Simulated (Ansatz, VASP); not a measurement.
**Hf3Si2: VASP beside Ansatz**

INCAR

```
SYSTEM = Hf3Si2
ALGO = Fast ; EDIFF = 1E-6
EDIFFG = -0.005 ; ENCUT = 600
GGA = CA ; IBRION = 2
ISIF = 3 ; ISMEAR = 0
LASPH = .TRUE. ; LCHARG = .FALSE.
LREAL = .FALSE. ; LWAVE = .FALSE.
NELM = 60 ; NSW = 100
PREC = Accurate ; SIGMA = 0.1
```

File KPOINTS:

```
k-points
0
G
  6 6 10
  0 0 0
```

POSCAR

```
Hf3Si2
1.0
    6.9898519100      0.0000000000      0.0000000000
    0.0000000000      6.9898519100      0.0000000000
    0.0000000000      0.0000000000      3.6632840200
Hf Si
6 4
Direct
    0.6732293300      0.8267706700      0.5000000000
    0.8267706700      0.3267706700      0.5000000000
    0.3267706700      0.1732293300      0.5000000000
    0.1732293300      0.6732293300      0.5000000000
    0.5000000000      0.5000000000      0.0000000000
    0.0000000000      0.0000000000      0.0000000000
    0.6236027500      0.1236027500      0.0000000000
    0.8763972500      0.6236027500      0.0000000000
    0.1236027500      0.3763972500      0.0000000000
    0.3763972500      0.8763972500      0.0000000000
```

Input for Ansatz:

```yaml
crystal:
  lattice:
    - [6.98985191, 0.0, 0.0]
    - [0.0, 6.98985191, 0.0]
    - [0.0, 0.0, 3.66328402]
  atoms:
    - { symbol: Hf, position: [0.67322933, 0.82677067, 0.5] }
    - { symbol: Hf, position: [0.82677067, 0.32677067, 0.5] }
    - { symbol: Hf, position: [0.32677067, 0.17322933, 0.5] }
    - { symbol: Hf, position: [0.17322933, 0.67322933, 0.5] }
    - { symbol: Hf, position: [0.5, 0.5, 0.0] }
    - { symbol: Hf, position: [0.0, 0.0, 0.0] }
    - { symbol: Si, position: [0.62360275, 0.12360275, 0.0] }
    - { symbol: Si, position: [0.87639725, 0.62360275, 0.0] }
    - { symbol: Si, position: [0.12360275, 0.37639725, 0.0] }
    - { symbol: Si, position: [0.37639725, 0.87639725, 0.0] }
basis:
  ecutwfc: 420
kpoints:
  mp_grid: { grid: [6, 6, 10] }
hamiltonian:
  xc: lda
scf:
  occupations: { method: gaussian, width: 0.1 }
output:
  forces: true
  stress: true
  eigenvalues: true
  write_density: true
  write_potential: true
  elf: true
  volumetric_format: npy
relax:
  adjacent_minimum: "off"
  f_tol: 0.005
  max_steps: 80
  cell: { stress_tol: 0.05 }
```

Alike in both runs: task relaxation of cell and atoms; functional LDA; k mesh 6 × 6 × 10; occupations gaussian, width 0.1 eV; no spin polarisation.

|  | VASP | Ansatz |
| --- | --- | --- |
| version | VASP 6.6.1 | Ansatz 0.2.0 |
| potentials or method | VASP PAW LDA potentials, release 64 (Hf_pv, Si), cutoff 600 eV | scalar-relativistic, plane waves, PAW |
| valence electrons in the cell | 76 | 172 |

Ansatz gave:

```
gap on the k mesh at the Fermi level, each at its own relaxed structure (eV)  : none
relaxed volume (Å³/atom)                                                      : 17.10
relaxed length of the cell vector where the two differ most in proportion (Å) : 3.569
```

Q: Which values does VASP return?

A: gap on the k mesh at the Fermi level, each at its own relaxed structure (eV): none; relaxed volume (Å³/atom): 17.15; relaxed length of the cell vector where the two differ most in proportion (Å): 3.573.

LDA's correlation is that of Perdew and Zunger in VASP and of Perdew and Wang (1992) in Ansatz. A gap of «none» marks a metal or a gap that the smearing closes. VASP's potentials hold 76 valence electrons a cell and Ansatz's 172, so a difference there can come from the potentials and not from the codes.

Neither program's run includes spin-orbit coupling.
